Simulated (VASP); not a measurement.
A run of VASP 6.6.1 is set up as follows.

Contents of INCAR:

```
SYSTEM = Si2Mo
  PREC = Accurate
  ENCUT = 520
  EDIFF = 1E-6
  ISMEAR = 0
  SIGMA = 0.1
  LREAL = .False.
  LASPH = .True.
  NELM = 80
  ALGO = Normal
  ISIF = 2
  LWAVE = .False.
  LCHARG = .False.
  GGA = PE
  NBANDS = 18
```

Contents of KPOINTS:

```
Automatic mesh
0
Gamma
  20 20 20
  0 0 0
```

The input POSCAR:

```
Si2Mo
1.0
   -1.6085980411      1.6085980411      3.9358951794
    1.6085980411     -1.6085980411      3.9358951794
    1.6085980411      1.6085980411     -3.9358951794
Si Mo
2 1
Direct
    0.6647805035      0.6647805035      0.0000000000
    0.3352194965      0.3352194965      0.0000000000
    0.0000000000      0.0000000000      0.0000000000
```

Potentials or basis: VASP PAW PBE potentials, release 64 (Si, Mo_sv).

Launch:

```bash
$ cat potpaw_PBE.64/Si/POTCAR potpaw_PBE.64/Mo_sv/POTCAR > POTCAR
$ mpirun -np 1 vasp_std > vasp.out
```

**Question.** Predict the band gap on the k mesh.

**Answer.** Zero (bands 11 and 12 overlap by 0.94 eV).

**Question.** Estimate the largest force.

**Answer.** 0.019 eV/Å.

**Question.** What does it give for the pressure?

**Answer.** 0.2 GPa.

Forces in eV/Å, atoms in the order of the input:
```
Si   0.000  0.000  0.019
Si   0.000  0.000 -0.019
Mo   0.000  0.000  0.000
```
